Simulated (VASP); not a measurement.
Crystal: WC.

```
CELL_PARAMETERS angstrom
2.90650 0.00000 0.00000
-1.45325 2.51710 0.00000
0.00000 0.00000 2.83660
ATOMIC_POSITIONS crystal
W 0.00000 0.00000 0.00000
C 0.66667 0.33333 0.50000
```

| Property | Result |
| --- | --- |
| Program | VASP 6.6.1 |
| Task | relaxation of cell and atoms |
| Functional | LDA |
| Potentials or basis | VASP PAW LDA potentials, release 64 (W_sv, C) |
| Cutoff | 600 eV |
| k mesh | 12 × 12 × 11 |
| Occupations | fermi-dirac, width 0.1 eV |
| Spin | no spin polarisation |

At the start: pressure -7.4 GPa; volume 10.38 Å³/atom.

**Question.** How do energy, volume and symmetry change on relaxing?

**Answer.** Over 7 steps the energy falls by 4.4 meV/atom and the volume is 10.19 Å³/atom (-1.8 %); space group P-6m2 (No. 187, to 0.1 Å) before and after.

Step by step:
```csv
step,energy change (eV),largest force (eV/Å),pressure (GPa),volume (Å³)
1,0.0000,0.0000,-7.37,20.75
2,0.0693,0.0000,24.81,19.35
3,-0.0087,0.0000,-0.19,20.39
4,-0.0087,0.0000,-0.08,20.39
5,-0.0087,0.0000,0.07,20.38
6,-0.0087,0.0000,0.16,20.37
7,-0.0087,0.0000,0.13,20.38
```

Final structure:
```
W C
1.0
     2.88966    0.00000    0.00000
    -1.44483    2.50252    0.00000
     0.00000    0.00000    2.81773
W C
1 1
Direct
  0.00000 0.00000 0.00000
  0.66667 0.33333 0.50000
```
